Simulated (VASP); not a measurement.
## H5C2O2: single point with PBE+D3(BJ)

System: H5C2O2.

```
CELL_PARAMETERS angstrom
7.93701 0.00000 0.00000
0.00000 7.93701 0.00000
0.00000 0.00000 7.93701
ATOMIC_POSITIONS crystal
C 0.71809 0.29420 0.05992
C 0.83752 0.69313 0.54468
C 0.46593 0.56966 0.50181
C 0.22220 0.67818 0.03428
C 0.19677 0.07223 0.00611
C 0.59258 0.87883 0.10091
C 0.22544 0.03137 0.55368
C 0.82175 0.20740 0.56050
O 0.55337 0.30769 0.08595
O 0.00417 0.75464 0.45314
O 0.47980 0.59883 0.64979
O 0.19191 0.54405 0.10697
O 0.14943 0.13285 0.13588
O 0.53191 0.73432 0.12539
O 0.14179 0.12016 0.64647
O 0.73591 0.16311 0.67470
H 0.74810 0.19945 0.96907
H 0.47805 0.32662 0.99378
H 0.76830 0.43548 0.00956
H 0.79810 0.28629 0.18848
H 0.78725 0.79284 0.61771
H 0.99525 0.68114 0.35313
H 0.75570 0.66077 0.44393
H 0.86100 0.57209 0.59558
H 0.57313 0.49651 0.44526
H 0.35070 0.57362 0.43238
H 0.22170 0.80937 0.09236
H 0.25977 0.68266 0.88819
H 0.31149 0.11901 0.93402
H 0.11236 0.99282 0.92130
H 0.57427 0.94788 0.97454
H 0.64993 0.93121 0.21396
H 0.17597 0.00338 0.42498
H 0.34693 0.97735 0.59253
H 0.87464 0.33268 0.55820
H 0.83839 0.13162 0.43001
```

* Program: VASP 6.6.1
* Task: single point
* Functional: PBE
* Dispersion: D3(BJ)
* Potentials or basis: VASP PAW PBE potentials, release 64 (C, O, H)
* Cutoff: 520 eV
* k mesh: 1 × 1 × 1
* Occupations: fermi-dirac, width 0.05 eV
* Spin: no spin polarisation
* Dipole correction: no
* Further INCAR settings: LREAL = Auto; ALGO = Normal; EDIFF = 1e-07; NBANDS = 74

| Property | Result |
| --- | --- |
| Pressure | -0.4 GPa |
| Largest force | 5.744 eV/Å |
| Band gap on the k mesh | 2.53 eV |
| Dispersion energy per atom | -0.035 eV |

Forces on the atoms (eV/Å):
```
C    4.157  3.949  0.342
C    2.644  0.654 -2.464
C    1.362 -2.412 -0.263
C    0.595 -0.852 -1.436
C   -0.323  0.264 -2.775
C   -1.710 -2.410 -0.114
C   -0.650  0.034 -0.966
C    0.754 -0.428 -3.524
O   -3.244 -0.551  2.579
O   -2.289 -1.199  0.698
O   -0.295  1.182  1.706
O    0.010  1.657 -0.446
O   -0.196  0.312  1.617
O    0.887  1.975 -0.840
O   -0.139  0.319  0.528
O   -1.397 -1.323  1.793
H    0.843 -0.650 -0.515
H    0.215  0.263 -0.789
H   -0.327 -2.515  0.431
H   -1.530 -0.411 -1.887
H   -0.136  0.660  0.957
H    0.607  0.452  0.279
H   -0.986  0.326 -1.016
H    0.512 -0.698  1.519
H   -0.280  0.424 -0.696
H   -1.178  0.637 -0.837
H   -0.225 -0.889  0.204
H   -0.507 -0.190  1.742
H   -0.038 -0.448  0.585
H    0.379 -0.013  0.601
H    0.407 -0.412  1.120
H    0.645  1.006 -0.081
H    0.390 -0.048  0.123
H    0.391 -0.178  0.175
H    0.735  0.848 -0.048
H   -0.084  0.661  1.699
```

Stress tensor (GPa, compression positive):
```
 0.97 -0.63 -0.43
-0.63 -1.74  0.97
-0.43  0.97 -0.48
```

Levels at points of the mesh, in eV from the valence-band top:
```tsv
k point	band 46	band 47	band 48	band 49	band 50	band 51	band 52	band 53	band 54	band 55
(0.00, 0.00, 0.00)	-0.38	-0.36	-0.28	-0.21	0.00	2.53	3.09	3.22	3.37	3.56
```

Wall time 38 s on 1 thread of AMD EPYC 9R45 96-Core Processor (Zen 5), with other jobs on the host, peak memory 0.41 GiB.

Caveat: the k points lie up to 0.79 Å⁻¹ apart.
